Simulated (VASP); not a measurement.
# Ge (Fd-3m) in VASP: notebook, part 2 of 2

VASP 6.6.1. Earlier steps stand in the parts before.

## 4. Single point, r2SCAN

This run uses another cell than the first one, of 20.50 Å³/atom.

Contents of POSCAR:

```
Ge
1.0
    2.7367863740      2.7367863740      0.0000000000
   -2.7367863740      2.7367863740      0.0000000000
    0.0000000000      2.7367863740      2.7367863740
Ge
2
Direct
    0.5000000000      0.5000000000      0.0000000000
    0.7500000000      0.2500000000      0.5000000000
```

Contents of INCAR.step1:

```
SYSTEM = Ge
PREC = Accurate
ENCUT = 520
ISMEAR = 0
SIGMA = 0.01
LREAL = .False.
LASPH = .True.
NELM = 60
NBANDS = 21
GGA = PE
ALGO = Normal
EDIFF = 1E-4
LWAVE = .True.
LCHARG = .False.
```

Contents of INCAR.step2:

```
SYSTEM = Ge
PREC = Accurate
ENCUT = 520
EDIFF = 1E-6
ISMEAR = 0
SIGMA = 0.01
LREAL = .False.
LASPH = .True.
NELM = 60
ALGO = Normal
ISIF = 2
LWAVE = .False.
LCHARG = .True.
METAGGA = R2SCAN
LMIXTAU = .True.
LELF = .True.
LVHAR = .True.
NBANDS = 21
ISTART = 1
```

Contents of KPOINTS:

```
Automatic mesh
0
Gamma
  12 12 12
  0 0 0
```

Potentials or basis: VASP PAW PBE potentials, release 64 (Ge_d).

The run is started by

```
> cat potpaw_PBE.64/Ge_d/POTCAR > POTCAR
> cp INCAR.step1 INCAR
> mpirun -np 1 vasp_std > vasp.out
> cp INCAR.step2 INCAR
> mpirun -np 1 vasp_std > vasp.out
```

OUTCAR:

```text
SYSTEM = Ge
   PREC = Accurate
   ENCUT = 520
   EDIFF = 1E-6
   ISMEAR = 0
   LREAL = .False.
   LASPH = .True.
   NELM = 60
   ISIF = 2
   METAGGA = R2SCAN
   ISTART = 1

 ion  position               nearest neighbor table
   1  0.500  0.500  0.000-   2 2.37   2 2.37   2 2.37   2 2.37
   2  0.750  0.250  0.500-   1 2.37   1 2.37   1 2.37   1 2.37

  LATTYP: Found a face centered cubic cell.
 ALAT       =     5.4735727480

  Lattice vectors:

[... 764 lines left out ...]
 [... further k-points ...]

------------------------ aborting loop because EDIFF is reached ----------------------------------------

  FORCE on cell =-STRESS in cart. coord.  units (eV):
  Direction    XX          YY          ZZ          XY          YZ          ZX
  --------------------------------------------------------------------------------------
  -------------------------------------------------------------------------------------
  Total        2.5869781      2.5869781      2.5869781     -0.0000000     -0.0000000      0.0000000
  in kB      101.0998807    101.0998807    101.0998807     -0.0000000     -0.0000000      0.0000000
  external PRESSURE =     101.0998807 kB  Pullay stress =       0.0000000 kB

 VOLUME and BASIS-vectors are now :
 -----------------------------------------------------------------------------
  energy-cutoff  :      520.00
  volume of cell :       41.00
      direct lattice vectors                 reciprocal lattice vectors
     2.736786374  2.736786374  0.000000000     0.182696028  0.182696028 -0.182696028
    -2.736786374  2.736786374  0.000000000    -0.182696028  0.182696028 -0.182696028
     0.000000000  2.736786374  2.736786374     0.000000000  0.000000000  0.365392056

 POSITION                                       TOTAL-FORCE (eV/Angst)
 -----------------------------------------------------------------------------------
      0.00000      2.73679      0.00000        -0.000000      0.000000      0.000000
      1.36839      4.10518      1.36839         0.000000     -0.000000      0.000000
 -----------------------------------------------------------------------------------
    total drift:                               -0.000000      0.000000     -0.000000

  FREE ENERGIE OF THE ION-ELECTRON SYSTEM (eV)
  ---------------------------------------------------
  free  energy   TOTEN  =       -27.6081689525 eV

  energy  without entropy=      -27.6081689525  energy(sigma->0) =      -27.60816895
```

It took 5.5 min on 1 thread of Intel Xeon 8259CL, shared host; peak memory 0.2 GiB.

What came out:

```yaml
Free_energy: -27.6082 eV
Pressure: 10.1 GPa
Band_gap_on_the_k_mesh: 0.63 eV (least direct gap 1.39 eV)
```

Caveat: the cell stands under pressure; semilocal functionals underestimate gaps, and a narrow one can read as zero; the PAW data sets were made with another functional, which shifts forces and pressure a little. r2SCAN opens gaps a little over a GGA but as a rule still falls short of measured ones.

## 5. Single point, r2SCAN

This run uses another cell than the first one, of 21.07 Å³/atom.

Contents of POSCAR:

```
Ge
1.0
    2.7620003177      2.7620003177      0.0000000000
   -2.7620003177      2.7620003177      0.0000000000
    0.0000000000      2.7620003177      2.7620003177
Ge
2
Direct
    0.5000000000      0.5000000000      0.0000000000
    0.7500000000      0.2500000000      0.5000000000
```

Contents of INCAR.step1:

```
SYSTEM = Ge
ALGO     = Normal         ! electronic algorithm
EDIFF    = 1E-4           ! SCF threshold, eV
ENCUT    = 520            ! plane-wave cutoff, eV
GGA      = PE             ! functional
ISMEAR   = 0              ! smearing method
LASPH    = .True.         ! aspherical terms in the spheres
LCHARG   = .False.        ! write CHGCAR
LREAL    = .False.        ! projectors in reciprocal space
LWAVE    = .True.         ! write WAVECAR
NBANDS   = 21             ! bands
NELM     = 100            ! most SCF steps
PREC     = Accurate       ! precision mode
SIGMA    = 0.01           ! smearing width, eV
```

Contents of INCAR.step2:

```
SYSTEM = Ge
ALGO     = Normal         ! electronic algorithm
EDIFF    = 1E-6           ! SCF threshold, eV
ENCUT    = 520            ! plane-wave cutoff, eV
ISIF     = 2              ! what is computed and relaxed
ISMEAR   = 0              ! smearing method
ISTART   = 1            
LASPH    = .True.         ! aspherical terms in the spheres
LCHARG   = .False.        ! write CHGCAR
LMIXTAU  = .True.       
LREAL    = .False.        ! projectors in reciprocal space
LWAVE    = .False.        ! write WAVECAR
METAGGA  = R2SCAN         ! meta-GGA
NBANDS   = 21             ! bands
NELM     = 100            ! most SCF steps
PREC     = Accurate       ! precision mode
SIGMA    = 0.01           ! smearing width, eV
```

Contents of KPOINTS:

```
k-points
0
Gamma
  12 12 12
  0 0 0
```

Potentials or basis: VASP PAW PBE potentials, release 64 (Ge_d).

The run is started by

```
> cat potpaw_PBE.64/Ge_d/POTCAR > POTCAR
> cp INCAR.step1 INCAR
> mpirun -np 1 vasp_std > vasp.out
> cp INCAR.step2 INCAR
> mpirun -np 1 vasp_std > vasp.out
```

OUTCAR:

```text
SYSTEM = Ge
   EDIFF = 1E-6
   ENCUT = 520
   ISIF = 2
   ISMEAR = 0
   ISTART = 1
   LASPH = .True.
   LREAL = .False.
   METAGGA = R2SCAN
   NELM = 100
   PREC = Accurate

 ion  position               nearest neighbor table
   1  0.500  0.500  0.000-   2 2.39   2 2.39   2 2.39   2 2.39
   2  0.750  0.250  0.500-   1 2.39   1 2.39   1 2.39   1 2.39

  LATTYP: Found a face centered cubic cell.
 ALAT       =     5.5240006354

  Lattice vectors:

 A1 = (   0.0000000000,   2.7620003177,   2.7620003177)
 A2 = (   2.7620003177,   0.0000000000,   2.7620003177)
 A3 = (   2.7620003177,   2.7620003177,   0.0000000000)

Analysis of symmetry for initial positions (statically):
=====================================================================
 Subroutine PRICEL returns:
 Original cell was already a primitive cell.

 Routine SETGRP: Setting up the symmetry group for a
 face centered cubic supercell.

 Subroutine GETGRP returns: Found 48 space group operations
 (whereof 24 operations were pure point group operations)
 out of a pool of 48 trial point group operations.

The static configuration has the point symmetry T_d .
 The point group associated with its full space group is O_h .

Analysis of symmetry for dynamics (positions and initial velocities):
=====================================================================
 Subroutine PRICEL returns:
 Original cell was already a primitive cell.

 Routine SETGRP: Setting up the symmetry group for a
 face centered cubic supercell.

 Subroutine GETGRP returns: Found 48 space group operations
 (whereof 24 operations were pure point group operations)
 out of a pool of 48 trial point group operations.

The dynamic configuration has the point symmetry T_d .
 The point group associated with its full space group is O_h .

 Subroutine INISYM returns: Found 48 space group operations
 (whereof 24 operations are pure point group operations),
 and found     1 'primitive' translations

----------------------------------------------------------------------------------------

                                     Primitive cell

  volume of cell :      42.1406

  direct lattice vectors                    reciprocal lattice vectors
     2.762000318  2.762000318  0.000000000     0.181028220  0.181028220 -0.181028220
    -2.762000318  2.762000318  0.000000000    -0.181028220  0.181028220 -0.181028220
     0.000000000  2.762000318  2.762000318     0.000000000  0.000000000  0.362056439

  length of vectors
     3.906058309  3.906058309  3.906058309     0.313550074  0.313550074  0.362056439

  position of ions in fractional coordinates (direct lattice)
     0.500000000  0.500000000  0.000000000
     0.750000000  0.250000000  0.500000000

  ion indices of the primitive-cell ions
   primitive index   ion index
                 1           1
                 2           2

----------------------------------------------------------------------------------------

 KPOINTS: k-points

Automatic generation of k-mesh.
 Grid dimensions read from file:
 generate k-points for:   12   12   12

 Generating k-lattice:

  Cartesian coordinates                     Fractional coordinates (reciprocal lattice)
     0.015085685  0.015085685 -0.015085685     0.083333333  0.000000000  0.000000000
    -0.015085685  0.015085685 -0.015085685     0.000000000  0.083333333  0.000000000
     0.000000000  0.000000000  0.030171370     0.000000000  0.000000000  0.083333333

  Length of vectors
     0.026129173  0.026129173  0.030171370

  Shift w.r.t. Gamma in fractional coordinates (k-lattice)
     0.000000000  0.000000000  0.000000000

 Subroutine IBZKPT returns following result:
 ===========================================

 Found     72 irreducible k-points:

 Following reciprocal coordinates:
            Coordinates               Weight
  0.000000  0.000000  0.000000      1.000000
  0.083333  0.000000  0.000000      8.000000
  0.166667  0.000000  0.000000      8.000000
  0.250000  0.000000  0.000000      8.000000
  0.333333  0.000000  0.000000      8.000000
  0.416667  0.000000  0.000000      8.000000
[... 16 lines left out ...]
  0.500000  0.166667  0.000000     24.000000
 -0.416667  0.166667  0.000000     24.000000
 [... further k-points ...]
   k-points           NKPTS =     72   k-points in BZ     NKDIM =     72   number of bands    NBANDS=     21
   number of dos      NEDOS =    301   number of ions     NIONS =      2
   total plane-waves  NPLWV =  27000
   dimension x,y,z NGX =    30 NGY =   30 NGZ =   30
   dimension x,y,z NGXF=    60 NGYF=   60 NGZF=   60
   ions per type =               2
   NGX,Y,Z   is equivalent  to a cutoff of  12.77, 12.77, 12.77 a.u.
   NGXF,Y,Z  is equivalent  to a cutoff of  25.54, 25.54, 25.54 a.u.
 SYSTEM =  Ge
   PREC   = accura    normal or accurate (medium, high low for compatibility)
   ISTART =      1    job   : 0-new  1-cont  2-samecut
   ICHARG =      0    charge: 1-file 2-atom 10-const
   ISPIN  =      1    spin polarized calculation?
   LNONCOLLINEAR =      F non collinear calculations
   LSORBIT =      F    spin-orbit coupling
   LASPH  =      T    aspherical Exc in radial PAW
   ENCUT  =  520.0 eV  38.22 Ry    6.18 a.u.   7.26  7.26  7.26*2*pi/ulx,y,z
   NELM   =    100;   NELMIN=  2; NELMDL=  0     # of ELM steps
   EDIFF  = 0.1E-05   stopping-criterion for ELM
   LREAL  =      F    real-space projection
   EDIFFG = 0.1E-04   stopping-criterion for IOM
   NSW    =      0    number of steps for IOM
   IBRION =     -1    ionic relax: 0-MD 1-quasi-New 2-CG
   NFREE  =      0    steps in history (QN), initial steepest desc. (CG)
   ISIF   =      2    stress and relaxation
   ISYM   =      2    0-nonsym 1-usesym 2-fastsym
   POTIM  = 0.5000    time-step for ionic-motion
   TEBEG  =    0.0;   TEEND  =   0.0 temperature during run
   PSTRESS=    0.0 pullay stress
   NELECT =      28.0000    total number of electrons
   NUPDOWN=      -1.0000    fix difference up-down
   EMIN   =  10.00;   EMAX   =-10.00  energy-range for DOS
   EFERMI =   0.00;   METHOD = LEGACY
   ISMEAR =     0;   SIGMA  =   0.01  broadening in eV -4-tet -1-fermi 0-gaus
   EFERMI_NEDOS =   21; number of points for ismear=-14 and -15
   IALGO  =     38    algorithm
   IMIX   =      4    mixing-type and parameters
     AMIX     =   0.40;   BMIX     =  1.00
     AMIX_MAG =   1.60;   BMIX_MAG =  1.00
  volume/ion in A,a.u.               =      21.07       142.19
  Fermi-wavevector in a.u.,A,eV,Ry     =   1.428545  2.699558 27.765947  2.040739
  Thomas-Fermi vector in A             =   2.548595
   LORBIT       =      0    0 simple, 1 ext, 2 COOP (PROOUT), +10 PAW based schemes
   METAGGA = R2SCAN    functional components
   LHFCALC =     F    Hartree Fock is set to
   AEXX    =    0.0000 exact exchange contribution
   IVDW    =     0    specifies the selected vdW correction
   LEPSILON=     F    determine dielectric tensor
   LRPA    =     F    only Hartree local field effects (RPA)
 non-spin polarized calculation
 Gauss-broadening in eV      SIGMA  =   0.01
  energy-cutoff  :      520.00
  volume of cell :       42.14
 maximum number of plane-waves:      1158
 NGX is ok and might be reduce to    30
   NGX = 15   NGY = 15   NGZ = 15

 number of electron      27.9999978 magnetization

 Free energy of the ion-electron system (eV)
  ---------------------------------------------------
  ext. energy  EPLUGINS =         0.00000000
  ---------------------------------------------------
  free energy    TOTEN  =       -27.66974293 eV

  energy without entropy =      -27.66974293  energy(sigma->0) =      -27.66974293

 E-fermi :   5.6833     XC(G=0): -11.2002

 val. band max:        5.5367550028   @ k =   0.0000   0.0000   0.0000
 cond. band min:       6.2076275049   @ k =  -0.4167   0.4167   0.0000
 fundamental gap:      0.6708725022
 Fermi energy:         5.6832888281

 k-point     1 :       0.0000    0.0000    0.0000
  band No.  band energies     occupation
      1     -20.0779      2.00000
      2     -20.0779      2.00000
      3     -20.0778      2.00000
      4     -20.0323      2.00000
      5     -20.0323      2.00000
      6     -19.7716      2.00000
[... 13 lines left out ...]
     20      15.6577      0.00000
     21      15.6578      0.00000
[... 529 lines left out ...]
 k-point    24 :      -0.4167    0.1667    0.0000
  band No.  band energies     occupation
      1     -20.1241      2.00000
      2     -20.1075      2.00000
      3     -20.0500      2.00000
      4     -19.9728      2.00000
      5     -19.9468      2.00000
      6     -19.8664      2.00000
[... 13 lines left out ...]
     20      16.9746      0.00000
     21      17.6548      0.00000

 [... further k-points ...]

------------------------ aborting loop because EDIFF is reached ----------------------------------------

  FORCE on cell =-STRESS in cart. coord.  units (eV):
  Direction    XX          YY          ZZ          XY          YZ          ZX
  --------------------------------------------------------------------------------------
  -------------------------------------------------------------------------------------
  Total        1.8677079      1.8677079      1.8677079      0.0000000      0.0000000      0.0000000
  in kB       71.0098133     71.0098133     71.0098133      0.0000000      0.0000000      0.0000000
  external PRESSURE =      71.0098133 kB  Pullay stress =       0.0000000 kB

 VOLUME and BASIS-vectors are now :
 -----------------------------------------------------------------------------
  energy-cutoff  :      520.00
  volume of cell :       42.14
      direct lattice vectors                 reciprocal lattice vectors
     2.762000318  2.762000318  0.000000000     0.181028220  0.181028220 -0.181028220
    -2.762000318  2.762000318  0.000000000    -0.181028220  0.181028220 -0.181028220
     0.000000000  2.762000318  2.762000318     0.000000000  0.000000000  0.362056439

 POSITION                                       TOTAL-FORCE (eV/Angst)
 -----------------------------------------------------------------------------------
      0.00000      2.76200      0.00000        -0.000000      0.000000      0.000000
      1.38100      4.14300      1.38100         0.000000     -0.000000      0.000000
 -----------------------------------------------------------------------------------
    total drift:                               -0.000000      0.000000     -0.000000

  FREE ENERGIE OF THE ION-ELECTRON SYSTEM (eV)
  ---------------------------------------------------
  free  energy   TOTEN  =       -27.6697429335 eV

  energy  without entropy=      -27.6697429335  energy(sigma->0) =      -27.66974293
```

It took 5.5 min on 1 thread of Intel Xeon 8259CL, shared host; peak memory 0.2 GiB.

Results:

* Free energy: -27.6697 eV
* Pressure: 7.1 GPa
* Band gap on the k mesh: 0.67 eV (least direct gap 1.11 eV)

Levels at points of the mesh, in eV from the valence-band top:
| k point | band 10 | band 11 | band 12 | band 13 | band 14 | band 15 | band 16 | band 17 | band 18 | band 19 |
| --- | --- | --- | --- | --- | --- | --- | --- | --- | --- | --- |
| (0.00, 0.00, 0.00) | -25.28 | -13.90 | 0.00 | 0.00 | 0.00 | 1.11 | 2.73 | 2.73 | 2.73 | 7.27 |
| (0.50, 0.00, 0.00) | -25.25 | -11.51 | -8.24 | -1.61 | -1.61 | 0.69 | 4.02 | 4.02 | 7.70 | 11.73 |
| (0.50, 0.50, 0.00) | -25.24 | -9.52 | -9.52 | -3.50 | -3.50 | 0.88 | 0.88 | 10.74 | 10.74 | 13.14 |

Caveat: the cell stands under pressure; semilocal functionals underestimate gaps, and a narrow one can read as zero; the PAW data sets were made with another functional, which shifts forces and pressure a little. A k mesh can miss the band edges.

## 6. Overview

```tsv
cell	gap on the mesh (eV)	pressure (GPa)
a = 3.819 Å, angles 60.0, 60.0, 90.0°, 2 atoms	0.56	15.2
a = 3.870 Å, angles 60.0, 60.0, 90.0°, 2 atoms	0.63	10.1
a = 3.906 Å, angles 60.0, 60.0, 90.0°, 2 atoms	0.67	7.1
```

Alike in all rows: task single point; level r2SCAN; potentials or basis VASP PAW PBE potentials, release 64 (Ge_d); no spin polarisation; k mesh 12 × 12 × 12; cutoff (eV) 520; smearing gaussian 0.01 eV.

Caveats: the cell stands under pressure; semilocal functionals underestimate gaps, and a narrow one can read as zero; the PAW data sets were made with another functional, which shifts forces and pressure a little.

Total energies depend on the potentials used, so only differences within one code and one set of settings carry meaning.
